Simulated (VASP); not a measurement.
# Fe in VASP: settings compared

Fe is run at these levels: PBE, LDA, PBEsol; tasks: single point.

All numbers are computed with VASP 6.6.1; they aren't measurements. Logs are shortened: lines on timing, memory, paths and dates and some standing lists are left out, and cuts for length are marked.

### Step 1. The cell of the first run

The cell holds a sheet with vacuum, 1 atom: a = 2.311 Å, b = 2.311 Å, c = 23.800 Å, α = 90.00°, β = 90.00°, γ = 90.00°.

### Step 2. Single point, PBE, collinear spin, ferromagnetic start

INCAR reads:

```
SYSTEM = Fe
  PREC = Accurate
  ENCUT = 520
  EDIFF = 1E-6
  ISMEAR = -1
  SIGMA = 0.05
  LREAL = .False.
  LASPH = .True.
  NELM = 150
  ALGO = Normal
  ISIF = 2
  LWAVE = .False.
  LCHARG = .False.
  ISPIN = 2
  MAGMOM = 3
  LORBIT = 11
  LMAXMIX = 4
  LDIPOL = .True.
  IDIPOL = 3
  DIPOL = 0.5 0.5 0.294
  GGA = PE
  NBANDS = 14
```

KPOINTS reads:

```
regular mesh
0
Gamma
  11 11 1
  0 0 0
```

POSCAR reads:

```
Fe
1.0
    2.3111900000      0.0000000000      0.0000000000
    0.0000000000      2.3111900000      0.0000000000
    0.0000000000      0.0000000000     23.8000000000
Fe
1
Direct
    0.0000000000      0.0000000000      0.2941200000
```

Potentials or basis: VASP PAW PBE potentials, release 64 (Fe).

Started as:

```
$ cat potpaw_PBE.64/Fe/POTCAR > POTCAR
$ mpirun -np 1 vasp_std > vasp.out
```

OUTCAR:

```text
SYSTEM = Fe
   PREC = Accurate
   ENCUT = 520
   EDIFF = 1E-6
   ISMEAR = -1
   LREAL = .False.
   LASPH = .True.
   NELM = 150
   ISIF = 2
   ISPIN = 2
   LORBIT = 11
   GGA = PE

 ion  position               nearest neighbor table
   1  0.000  0.000  0.294-

  LATTYP: Found a simple tetragonal cell.
 ALAT       =     2.3111900000
 C/A-ratio  =    10.2977254142

  Lattice vectors:

 A1 = (   2.3111900000,   0.0000000000,   0.0000000000)
 A2 = (   0.0000000000,   2.3111900000,   0.0000000000)
 A3 = (   0.0000000000,   0.0000000000,  23.8000000000)

Analysis of symmetry for initial positions (statically):
=====================================================================
 Subroutine PRICEL returns:
 Original cell was already a primitive cell.

 Routine SETGRP: Setting up the symmetry group for a
 simple tetragonal supercell.

 Subroutine GETGRP returns: Found 16 space group operations
 (whereof  8 operations were pure point group operations)
 out of a pool of 16 trial point group operations.

The static configuration has the point symmetry C_4v.
 The point group associated with its full space group is D_4h.

Analysis of symmetry for dynamics (positions and initial velocities):
=====================================================================
 Subroutine PRICEL returns:
 Original cell was already a primitive cell.

 Routine SETGRP: Setting up the symmetry group for a
 simple tetragonal supercell.

 Subroutine GETGRP returns: Found 16 space group operations
 (whereof  8 operations were pure point group operations)
 out of a pool of 16 trial point group operations.

The dynamic configuration has the point symmetry C_4v.
 The point group associated with its full space group is D_4h.

Analysis of structural, dynamic, and magnetic symmetry:
=====================================================================
 Subroutine PRICEL returns:
 Original cell was already a primitive cell.

 Routine SETGRP: Setting up the symmetry group for a
 simple tetragonal supercell.

 Subroutine GETGRP returns: Found 16 space group operations
 (whereof  8 operations were pure point group operations)
 out of a pool of 16 trial point group operations.

The overall configuration has the point symmetry C_4v.
 The point group associated with its full space group is D_4h.

 Subroutine INISYM returns: Found 16 space group operations
 (whereof  8 operations are pure point group operations),
 and found     1 'primitive' translations

----------------------------------------------------------------------------------------

                                     Primitive cell

  volume of cell :     127.1301

  direct lattice vectors                    reciprocal lattice vectors
     2.311190000  0.000000000  0.000000000     0.432677538  0.000000000  0.000000000
     0.000000000  2.311190000  0.000000000     0.000000000  0.432677538  0.000000000
     0.000000000  0.000000000 23.800000000     0.000000000  0.000000000  0.042016807

  length of vectors
     2.311190000  2.311190000 23.800000000     0.432677538  0.432677538  0.042016807

  position of ions in fractional coordinates (direct lattice)
     0.000000000  0.000000000  0.294120000

  ion indices of the primitive-cell ions
   primitive index   ion index
                 1           1

----------------------------------------------------------------------------------------

 KPOINTS: regular mesh

Automatic generation of k-mesh.
 Grid dimensions read from file:
 generate k-points for:   11   11    1

 Generating k-lattice:

  Cartesian coordinates                     Fractional coordinates (reciprocal lattice)
     0.039334322  0.000000000  0.000000000     0.090909091  0.000000000  0.000000000
     0.000000000  0.039334322  0.000000000     0.000000000  0.090909091  0.000000000
     0.000000000  0.000000000  0.042016807     0.000000000  0.000000000  1.000000000

  Length of vectors
     0.039334322  0.039334322  0.042016807

  Shift w.r.t. Gamma in fractional coordinates (k-lattice)
     0.000000000  0.000000000  0.000000000

 Subroutine IBZKPT returns following result:
 ===========================================

 Found     21 irreducible k-points:

 Following reciprocal coordinates:
            Coordinates               Weight
[... 32 lines left out ...]
   ICHARG =      2    charge: 1-file 2-atom 10-const
   ISPIN  =      2    spin polarized calculation?
   LNONCOLLINEAR =      F non collinear calculations
   LSORBIT =      F    spin-orbit coupling
   LASPH  =      T    aspherical Exc in radial PAW
   ENCUT  =  520.0 eV  38.22 Ry    6.18 a.u.   4.30  4.30 44.25*2*pi/ulx,y,z
   NELM   =    150;   NELMIN=  2; NELMDL= -5     # of ELM steps
   EDIFF  = 0.1E-05   stopping-criterion for ELM
   LREAL  =      F    real-space projection
   EDIFFG = 0.1E-04   stopping-criterion for IOM
   NSW    =      0    number of steps for IOM
   IBRION =     -1    ionic relax: 0-MD 1-quasi-New 2-CG
   NFREE  =      0    steps in history (QN), initial steepest desc. (CG)
   ISIF   =      2    stress and relaxation
   ISYM   =      2    0-nonsym 1-usesym 2-fastsym
   POTIM  = 0.5000    time-step for ionic-motion
   TEBEG  =    0.0;   TEEND  =   0.0 temperature during run
   PSTRESS=    0.0 pullay stress
   NELECT =       8.0000    total number of electrons
   NUPDOWN=      -1.0000    fix difference up-down
   EMIN   =  10.00;   EMAX   =-10.00  energy-range for DOS
   EFERMI =   0.00;   METHOD = LEGACY
   ISMEAR =    -1;   SIGMA  =   0.05  broadening in eV -4-tet -1-fermi 0-gaus
   EFERMI_NEDOS =   21; number of points for ismear=-14 and -15
   IALGO  =     38    algorithm
   IMIX   =      4    mixing-type and parameters
     AMIX     =   0.40;   BMIX     =  1.00
     AMIX_MAG =   1.60;   BMIX_MAG =  1.00
  volume/ion in A,a.u.               =     127.13       857.92
  Fermi-wavevector in a.u.,A,eV,Ry     =   0.651162  1.230517  5.769025  0.424011
  Thomas-Fermi vector in A             =   1.720673
   LORBIT       =     11    0 simple, 1 ext, 2 COOP (PROOUT), +10 PAW based schemes
   GGA     = PE    functional components
   LHFCALC =     F    Hartree Fock is set to
   AEXX    =    0.0000 exact exchange contribution
   IVDW    =     0    specifies the selected vdW correction
   LEPSILON=     F    determine dielectric tensor
   LRPA    =     F    only Hartree local field effects (RPA)
 spin polarized calculation
  energy-cutoff  :      520.00
  volume of cell :      127.13
 maximum number of plane-waves:      3461
 NGX is ok and might be reduce to    18
   NGX =  9   NGY =  9   NGZ = 89

 dipolmoment           0.000000      0.000000      0.000021 electrons x Angstroem

 number of electron       7.9999996 magnetization       2.7328876

 dipolmoment           0.000000      0.000000     -0.000003 electrons x Angstroem

 Free energy of the ion-electron system (eV)
  ---------------------------------------------------
  ext. energy  EPLUGINS =         0.00000000
  ---------------------------------------------------
  free energy    TOTEN  =        -6.41689195 eV

  energy without entropy =       -6.40616976  energy(sigma->0) =       -6.41153086

 E-fermi :  -3.6421     XC(G=0):  -1.9922

 val. band max:       -3.7284575468   @ k =   0.3636   0.0909   0.0000
 cond. band min:      -3.6155710762   @ k =   0.4545   0.3636   0.0000
 fundamental gap:      0.1128864706
 Fermi energy:        -3.6421337637

 spin component 1

 k-point     1 :       0.0000    0.0000    0.0000
  band No.  band energies     occupation
      1      -9.4519      1.00000
      2      -7.4803      1.00000
      3      -6.5537      1.00000
      4      -4.5210      1.00000
      5      -4.5210      1.00000
      6      -3.8745      0.99051
      7      -3.5634      0.17153
      8       0.5951      0.00000
      9       1.0743      0.00000
     10       1.1798      0.00000
     11       2.0378      0.00000
     12       2.2873      0.00000
     13       3.6690      0.00000
     14       4.0515      0.00000
[... 325 lines left out ...]
  band No.  band energies     occupation
      1      -8.1459      1.00000
      2      -6.2720      1.00000
      3      -6.2356      1.00000
      4      -5.0676      1.00000
      5      -2.7234      0.00000
      6       3.5599      0.00000
      7       4.8004      0.00000
      8       8.7415      0.00000
      9       9.6329      0.00000
     10      10.6040      0.00000
     11      10.6700      0.00000
     12      12.2228      0.00000
     13      12.3454      0.00000
     14      12.8158      0.00000
 Fermi energy:        -3.6421337637

 spin component 2

 k-point     1 :       0.0000    0.0000    0.0000
  band No.  band energies     occupation
      1      -8.8390      1.00000
      2      -5.7303      1.00000
      3      -3.9949      0.99914
      4      -3.2060      0.00016
      5      -1.8248      0.00000
      6      -1.8248      0.00000
      7      -0.7339      0.00000
      8       0.6703      0.00000
      9       1.0172      0.00000
     10       1.2288      0.00000
     11       2.0296      0.00000
     12       2.3639      0.00000
     13       3.6817      0.00000
     14       4.1446      0.00000
[... 326 lines left out ...]
      1      -6.1389      1.00000
      2      -3.9374      0.99728
      3      -3.8822      0.99185
      4      -1.7161      0.00000
      5      -0.5174      0.00000
      6       4.1834      0.00000
      7       5.3673      0.00000
      8       9.3227      0.00000
      9      10.3936      0.00000
     10      11.0252      0.00000
     11      11.4985      0.00000
     12      12.5791      0.00000
     13      12.6118      0.00000
     14      12.7123      0.00000

------------------------ aborting loop because EDIFF is reached ----------------------------------------

 vacuum level on the upper side and lower side of the slab       (xc-potential included)        -0.151        -0.152

  FORCE on cell =-STRESS in cart. coord.  units (eV):
  Direction    XX          YY          ZZ          XY          YZ          ZX
  --------------------------------------------------------------------------------------
  -------------------------------------------------------------------------------------
  Total       -0.0381517     -0.0381517     -0.0006092      0.0000000      0.0000000      0.0000000
  in kB       -0.4808131     -0.4808131     -0.0076781      0.0000000      0.0000000      0.0000000
  external PRESSURE =      -0.3231014 kB  Pullay stress =       0.0000000 kB

 VOLUME and BASIS-vectors are now :
 -----------------------------------------------------------------------------
  energy-cutoff  :      520.00
  volume of cell :      127.13
      direct lattice vectors                 reciprocal lattice vectors
     2.311190000  0.000000000  0.000000000     0.432677538  0.000000000  0.000000000
     0.000000000  2.311190000  0.000000000     0.000000000  0.432677538  0.000000000
     0.000000000  0.000000000 23.800000000     0.000000000  0.000000000  0.042016807

 POSITION                                       TOTAL-FORCE (eV/Angst)
 -----------------------------------------------------------------------------------
      0.00000      0.00000      7.00006         0.000000      0.000000      0.000000
 -----------------------------------------------------------------------------------
    total drift:                                0.000000      0.000000     -0.000057

  FREE ENERGIE OF THE ION-ELECTRON SYSTEM (eV)
  ---------------------------------------------------
  free  energy   TOTEN  =        -6.4168919524 eV

  energy  without entropy=       -6.4061697583  energy(sigma->0) =       -6.41153086

 vacuum level on the upper side and lower side of the slab         0.927         0.914

 total charge

# of ion       s       p       d       tot
------------------------------------------
    1        0.502   0.309   6.243   7.054

 magnetization (x)

# of ion       s       p       d       tot
------------------------------------------
    1        0.027  -0.005   2.648   2.671
```

Wall time 55 s (1 thread of Intel Xeon 6975P-C (Granite Rapids), shared host); peak memory 0.29 GiB.

Results:

```yaml
Free_energy: -6.4169 eV
Net_moment: 2.73 μB per cell
Site_moments: Fe +2.67 μB
Valence_electrons_inside_the_program's_atomic_spheres: Fe 7.05
```

Levels at points of the mesh, in eV from the Fermi level:
Spin up:
| k point | band 4 | band 5 | band 6 | band 7 | band 8 | band 9 |
| --- | --- | --- | --- | --- | --- | --- |
| (0.00, 0.00, 0.00) | -0.88 | -0.88 | -0.23 | 0.08 | 4.24 | 4.72 |
Spin down:
```csv
k point,band 1,band 2,band 3,band 4,band 5,band 6
"(0.00, 0.00, 0.00)",-5.20,-2.09,-0.35,0.44,1.82,1.82
```

### Step 3. Single point, LDA, collinear spin, ferromagnetic start

INCAR reads:

```
ALGO = Normal ; EDIFF = 1E-6
ENCUT = 520 ; ISIF = 2
ISMEAR = -1 ; ISPIN = 2
LASPH = T ; LCHARG = F
LMAXMIX = 4 ; LORBIT = 11
LREAL = F ; LWAVE = F
MAGMOM = 3 ; NBANDS = 14
NELM = 150 ; PREC = Accurate
SIGMA = 0.05
```

KPOINTS reads:

```
k-points
0
Gamma
  11 11 1
```

POSCAR is that of step 2.

Potentials or basis: VASP PAW LDA potentials, release 64 (Fe).

Started as:

```
$ cat potpaw_LDA.64/Fe/POTCAR > POTCAR
$ mpirun -np 1 vasp_std > vasp.out
```

Run time: 60 s. Hardware: 1 thread of Intel Xeon 6975P-C (Granite Rapids), shared host; peak memory 0.22 GiB.

The run converged. Its results:

* Free energy: -6.9489 eV
* Net moment: 2.65 μB per cell
* Site moments: Fe +2.56 μB
* Valence electrons inside the program's atomic spheres: Fe 7.07

Levels at points of the mesh, in eV from the Fermi level:
Spin up:
| k point | band 1 | band 2 | band 3 | band 4 | band 5 | band 6 | band 7 | band 8 | band 9 | band 10 |
| --- | --- | --- | --- | --- | --- | --- | --- | --- | --- | --- |
| (0.00, 0.00, 0.00) | -5.76 | -3.80 | -2.56 | -0.60 | -0.60 | 0.05 | 0.23 | 4.65 | 5.19 | 5.26 |
Spin down:
| k point | band 1 | band 2 | band 3 | band 4 | band 5 | band 6 | band 7 | band 8 |
| --- | --- | --- | --- | --- | --- | --- | --- | --- |
| (0.00, 0.00, 0.00) | -5.05 | -2.07 | -0.55 | 0.58 | 1.82 | 1.82 | 2.61 | 4.77 |

### Step 4. Single point, PBEsol, collinear spin, ferromagnetic start

INCAR reads:

```
SYSTEM = Fe
PREC     = Accurate       ! precision mode
ENCUT    = 520            ! plane-wave cutoff, eV
EDIFF    = 1E-6           ! SCF threshold, eV
ISMEAR   = -1             ! smearing method
SIGMA    = 0.05           ! smearing width, eV
LREAL    = .FALSE.        ! projectors in reciprocal space
LASPH    = .TRUE.         ! aspherical terms in the spheres
NELM     = 150            ! most SCF steps
ALGO     = Normal         ! electronic algorithm
ISIF     = 2              ! what is computed and relaxed
LWAVE    = .FALSE.        ! write WAVECAR
LCHARG   = .FALSE.        ! write CHGCAR
ISPIN    = 2              ! spin polarisation
MAGMOM   = 3              ! initial moments
LORBIT   = 11             ! projections on sites
LMAXMIX  = 4              ! l up to which the mixer works
GGA      = PS             ! functional
NBANDS   = 14             ! bands
```

KPOINTS reads:

```
regular mesh
0
G
  11 11 1
  0 0 0
```

POSCAR is that of step 3.

Potentials or basis: VASP PAW PBE potentials, release 64 (Fe).

Started as:

```
$ cat potpaw_PBE.64/Fe/POTCAR > POTCAR
$ mpirun -np 1 vasp_std > vasp.out
```

It took 67 s on 1 thread of Intel Xeon 6975P-C (Granite Rapids), shared host; peak memory 0.28 GiB.

Results (log left out):

```
Free energy                                           : -6.8316 eV
Net moment                                            : 2.74 μB per cell
Site moments                                          : Fe +2.67 μB
Valence electrons inside the program's atomic spheres : Fe 7.06
```

Levels at points of the mesh, in eV from the Fermi level:
Spin up:
```csv
k point,band 4,band 5,band 6,band 7,band 8,band 9
"(0.00, 0.00, 0.00)",-0.86,-0.86,-0.20,0.08,4.41,4.86
```
Spin down:
| k point | band 1 | band 2 | band 3 | band 4 | band 5 | band 6 | band 7 |
| --- | --- | --- | --- | --- | --- | --- | --- |
| (0.00, 0.00, 0.00) | -5.20 | -2.07 | -0.40 | 0.46 | 1.84 | 1.84 | 2.84 |

Caveat: the PAW data sets were made with another functional, which shifts forces and pressure a little.

### Step 5. Overview

```csv
level,potentials or basis,dipole correction,gap on the mesh (eV),moment (μB)
PBE,"VASP PAW PBE potentials, release 64 (Fe)",yes,none,2.73
LDA,"VASP PAW LDA potentials, release 64 (Fe)",no,none,2.65
PBEsol,"VASP PAW PBE potentials, release 64 (Fe)",no,none,2.74
```

Alike in all rows: task single point; spin collinear, ferromagnetic start; cell as given; k mesh 11 × 11 × 1; cutoff (eV) 520; smearing fermi-dirac 0.05 eV.

Caveats: the PAW data sets were made with another functional, which shifts forces and pressure a little (some runs).

Total energies depend on the potentials used, so only differences within one code and one set of settings carry meaning.
